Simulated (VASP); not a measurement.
Crystal: Re.

```
Re
1.0
     2.76080    0.00000    0.00000
    -1.38040    2.39092    0.00000
     0.00000    0.00000    4.45820
Re
2
Cartesian
  0.0000 1.5939 1.1145
  1.3804 0.7970 3.3436
```

Base run:

```yaml
Program: VASP 6.6.1
Functional: LDA
Potentials_or_basis: VASP PAW LDA potentials, release 64 (Re)
Cutoff: 520 eV
k_mesh: 9 × 9 × 4
Occupations: gaussian, width 0.1 eV
Spin: no spin polarisation
```

Its results: band gap on the k mesh zero (band 7 reaches 9.00 eV, above the bottom of band 8 at 6.12 eV); pressure -8.9 GPa.

The run is repeated on the same cell with these changes: potentials or basis from VASP PAW LDA potentials, release 64 (Re) to VASP PAW LDA potentials, release 64 (Re_sv_GW); cutoff from 520 eV to 500 eV; further incar settings from ALGO = Normal; EDIFF = 1e-06; NBANDS = 14 to ALGO = Normal; EDIFF = 1e-06; NBANDS = 22; valence electrons from 14 to 30. What comes out?

Band gap on the k mesh zero (band 15 reaches 13.94 eV, above the bottom of band 16 at 11.07 eV); pressure -11.2 GPa.

Caveats: spin-orbit coupling is left out, which moves the levels of the heavy elements.
